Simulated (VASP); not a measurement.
Here is a VASP 6.6.1 calculation.

The input INCAR:

```
ALGO = Normal
EDIFF = 1E-7
EDIFFG = -0.04
ENCUT = 600
GGA = PE
IBRION = 2
ISIF = 3
ISMEAR = 0
LASPH = T
LCHARG = F
LREAL = F
LWAVE = F
NELM = 60
NSW = 90
PREC = Accurate
SIGMA = 0.1
```

The input KPOINTS:

```
k-points
0
Gamma
  4 4 4
```

File POSCAR:

```
BAs5
1.0
    2.9678680800     -3.3851026900      0.0000000000
    2.9678680800      3.3851026900      0.0000000000
    0.0000000000      0.0000000000      6.3489304400
B As
1 5
Direct
    0.0000000000      0.0000000000      0.0000000000
    0.0000000000      0.0000000000      0.2848195100
    0.0000000000      0.0000000000      0.7151804900
    0.7329763100      0.2670236900      0.5000000000
    0.2670236900      0.7329763100      0.5000000000
    0.5000000000      0.5000000000      0.0000000000
```

Potentials or basis: VASP PAW PBE potentials, release 64 (B, As).

Run with:

```bash
$ cat potpaw_PBE.64/B/POTCAR potpaw_PBE.64/As/POTCAR > POTCAR
$ mpirun -np 1 vasp_std > vasp.out
```

Q: Predict the band gap on the k mesh.

A: Zero (band 14 reaches 4.79 eV, above the bottom of band 15 at 3.54 eV).

Q: What does it give for the relaxed cell?

A: a = 4.484 Å, b = 4.484 Å, c = 7.189 Å, α = 90.00°, β = 90.00°, γ = 117.48°.

Stress tensor (GPa, compression positive):
```
-0.13  0.00  0.00
 0.00 -0.25  0.00
 0.00  0.00 -0.03
```
